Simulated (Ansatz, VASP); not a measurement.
Ta4O: VASP beside Ansatz

The input INCAR:

```
ALGO = Normal ; EDIFF = 1E-6
ENCUT = 520 ; GGA = PE
ISIF = 2 ; ISMEAR = 0
LASPH = T ; LCHARG = F
LREAL = F ; LWAVE = F
NBANDS = 33 ; NELM = 60
PREC = Accurate ; SIGMA = 0.15
```

KPOINTS

```
k-points
0
Gamma
  14 14 8
```

POSCAR

```
Ta4O
1.0
    3.2547070449      0.0000000000      0.0000000000
    0.0000000000      3.2547070449      0.0000000000
    0.0000000000      0.0000000000      7.6172482776
Ta O
4 1
Direct
    0.0000000000      0.0000000000      0.5000000000
    0.5000000000      0.5000000000      0.7829127273
    0.5000000000      0.5000000000      0.2170872727
    0.0000000000      0.0000000000      0.0000000000
    0.5000000000      0.5000000000      0.5000000000
```

Input for Ansatz:

```yaml
crystal:
  lattice:
    - [3.2547070449, 0.0, 0.0]
    - [0.0, 3.2547070449, 0.0]
    - [0.0, 0.0, 7.6172482776]
  atoms:
    - { symbol: Ta, position: [0.0, 0.0, 0.5] }
    - { symbol: Ta, position: [0.5, 0.5, 0.7829127273] }
    - { symbol: Ta, position: [0.5, 0.5, 0.2170872727] }
    - { symbol: Ta, position: [0.0, 0.0, 0.0] }
    - { symbol: O, position: [0.5, 0.5, 0.5] }
basis:
  ecutwfc: 420
kpoints:
  mp_grid: { grid: [14, 14, 8] }
hamiltonian:
  xc: pbe
scf:
  occupations: { method: gaussian, width: 0.15 }
output:
  forces: true
  stress: true
  eigenvalues: true
```

Change from the starting cell: strain +0.000 along x and y, +0.030 along z, atoms carried along.

Alike in both runs: task single point; functional PBE; k mesh 14 × 14 × 8; occupations gaussian, width 0.15 eV; no spin polarisation.

```csv
,VASP,Ansatz
version,VASP 6.6.1,Ansatz 0.2.0
potentials or method,"VASP PAW PBE potentials, release 64 (Ta_pv, O), cutoff 520 eV","scalar-relativistic, plane waves, PAW"
valence electrons in the cell,50,58
```

```csv
,VASP,Ansatz,Ansatz less VASP
gap on the k mesh at the Fermi level (eV),none,none,-
pressure (GPa),-6.3,-6.5,-0.19
"traceless stress, the component that is largest in VASP (GPa)",-3.81,-3.91,-0.099
rms of the force components (eV/Å),0.082,0.093,+0.0110
```

Atom by atom the forces differ by 0.011 eV/Å (rms over components). A gap of «none» marks a metal or a gap that the smearing closes. With one functional, cell and mesh, what is left measures potentials, basis and numerics. VASP's potentials hold 50 valence electrons a cell and Ansatz's 58, so a difference there can come from the potentials and not from the codes.

Spin-orbit coupling is off throughout.
